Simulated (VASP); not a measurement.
Rh, 1 atom in the cell. Symmetry: I4/mmm, No. 139, tetragonal system. Conventional cell: a = 2.906 Å, b = 2.906 Å, c = 2.794 Å, α = 90.00°, β = 90.00°, γ = 90.00°. Rh (site symmetry 4/mmm) has 14 Rh at 2.48 to 2.91 Å within 3.3 Å.  This cell differs from its parent crystal: volume 11.799 Å^3 an atom, c/a of the conventional cell 0.6797.

```yaml
Program: VASP 6.6.1
Task: single point
Functional: PBE
Potentials_or_basis: VASP PAW PBE potentials, release 64 (Rh_pv)
Cutoff: 520 eV
k_mesh: 22 × 22 × 22
Occupations: gaussian, width 0.15 eV
Spin: no spin polarisation
Dipole_correction: no
Further_INCAR_settings: ALGO = Normal; EDIFF = 1e-06; NBANDS = 14
```

Potentials or basis: VASP PAW PBE potentials, release 64 (Rh_pv).

Launch:

```console
$ cat potpaw_PBE.64/Rh_pv/POTCAR > POTCAR
$ mpirun -np 1 vasp_std > vasp.out
```

Hardware: 1 thread of Intel(R) Xeon(R) 6975P-C (Granite Rapids), with other jobs on the host.

**Question.** Estimate the wall time of this run.

**Answer.** Run time: 54 s on 1 thread of Intel(R) Xeon(R) 6975P-C (Granite Rapids), with other jobs on the host, peak memory 0.23 GiB. Counts: scf iterations 11, k points 834.
